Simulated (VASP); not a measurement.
SrAlH3: single point with PBE

SrAlH3:

```
Sr Al H
1.0
     4.58546    0.00000    0.00000
     0.00000    4.58546    0.00000
     0.00000    0.00000    4.58546
Sr Al H
1 1 3
Direct
  0.50000 0.50000 0.50000
  0.00000 0.00000 0.00000
  0.00000 0.50000 0.50000
  0.50000 0.50000 0.04362
  0.50000 0.00000 0.50000
```

```json
{
 "Program": "VASP 6.6.1",
 "Task": "single point",
 "Functional": "PBE",
 "Potentials or basis": "VASP PAW PBE potentials, release 64 (Sr_sv, Al, H)",
 "Cutoff": "500 eV",
 "k mesh": "5 × 5 × 5",
 "Occupations": "fermi-dirac, width 0.1 eV",
 "Spin": "no spin polarisation",
 "Dipole correction": "no",
 "Further INCAR settings": "ALGO = Normal; EDIFF = 1e-06; NBANDS = 16"
}
```

```json
{
  "Pressure": "0.5 GPa",
  "Largest force": "1.316 eV/Å",
  "Band gap on the k mesh": "0.56 eV, indirect (least direct gap 1.59 eV)"
}
```

Forces in eV/Å, atoms in the order of the input:
```
Sr   0.000  0.000  1.218
Al   0.000  0.000  0.047
H    0.000  0.000  0.026
H    0.000  0.000 -1.316
H    0.000  0.000  0.026
```

Stress tensor (GPa, compression positive):
```
0.11 0.00 0.00
0.00 0.11 0.00
0.00 0.00 1.20
```

Levels at points of the mesh, in eV from the valence-band top:
| k point | band 6 | band 7 | band 8 | band 9 | band 10 | band 11 |
| --- | --- | --- | --- | --- | --- | --- |
| (0.00, 0.00, 0.00) | -1.79 | -1.79 | -0.19 | 2.35 | 2.35 | 2.35 |

Wall time 50 s on 1 thread of Intel Xeon 8259CL, on a shared host, peak memory 0.22 GiB.

Caveat: forces of over 1 eV/Å act on the atoms, so gaps and moduli don't describe the material at rest. A k mesh can miss the band edges.
